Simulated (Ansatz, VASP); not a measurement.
## Si2C3: VASP beside Ansatz

```
CELL_PARAMETERS angstrom
2.92923 0.00000 0.00000
0.00000 2.92923 0.00000
0.00000 0.00000 5.44882
ATOMIC_POSITIONS crystal
Si 0.00000 0.00000 0.72473
Si 0.50000 0.50000 0.24893
C 0.50000 0.00000 0.95138
C 0.00000 0.50000 0.95138
C 0.00000 0.00000 0.39358
```

Change from the starting cell: species swapped into the Cu3Te2 type (P4mm, No. 99).

Alike in both runs: functional PBE; k mesh 5 × 5 × 3; occupations gaussian, width 0.2 eV; no spin polarisation.

Ansatz relaxed the structure, and its values are those at the end. VASP's run is a single point on that final structure, the one shown.

|  | VASP | Ansatz |
| --- | --- | --- |
| version | VASP 6.6.1 | Ansatz 0.2.0 |
| potentials or method | VASP PAW PBE potentials, release 64 (Si, C), cutoff 600 eV | scalar-relativistic, plane waves, PAW |
| valence electrons in the cell | 20 | 20 |

|  | VASP | Ansatz | Ansatz less VASP |
| --- | --- | --- | --- |
| gap on the k mesh at the Fermi level (eV) | none | none | - |
| pressure (GPa) | 0.0 | 0.1 | +0.13 |
| rms of the force components (eV/Å) | 0.026 | 0.022 | -0.0047 |

A gap of «none» marks a metal or a gap that the smearing closes.

The k mesh is coarse, so the values compare programs but aren't converged.
